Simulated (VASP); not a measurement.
A run of VASP 6.6.1 is set up as follows.

The input INCAR:

```
SYSTEM = Ag
PREC = Accurate ; ENCUT = 520
EDIFF = 1E-6 ; ISMEAR = -1
SIGMA = 0.1 ; LREAL = .FALSE.
LASPH = .TRUE. ; NELM = 100
ALGO = Normal ; ISIF = 2
LWAVE = .FALSE. ; LCHARG = .FALSE.
GGA = PS ; NBANDS = 30
```

Contents of KPOINTS:

```
Automatic mesh
0
G
  17 17 5
  0 0 0
```

The input POSCAR:

```
Ag
1.0
    2.8920423445      0.0000000000      0.0000000000
   -1.4460211723      2.5045821392      0.0000000000
    0.0000000000      0.0000000000      9.5633976053
Ag
4
Direct
    0.3333333333      0.6666666667      0.2500000000
    0.6666666667      0.3333333333      0.7500000000
    0.0000000000      1.0000000000      1.0000000000
    0.0000000000      1.0000000000      0.5000000000
```

Potentials or basis: VASP PAW PBE potentials, release 64 (Ag).

The run is started by

```sh
$ cat potpaw_PBE.64/Ag/POTCAR > POTCAR
$ mpirun -np 1 vasp_std > vasp.out
```

Task: What does it give for the band gap on the k mesh?

Result: Zero (band 22 reaches 10.93 eV, above the bottom of band 23 at 4.99 eV).

Task: Estimate the pressure.

Result: -4.2 GPa.

Stress tensor (GPa, compression positive):
```
-4.12  0.00  0.00
 0.00 -4.12  0.00
 0.00  0.00 -4.51
```

Caveat: the PAW data sets were made with another functional, which shifts forces and pressure a little.
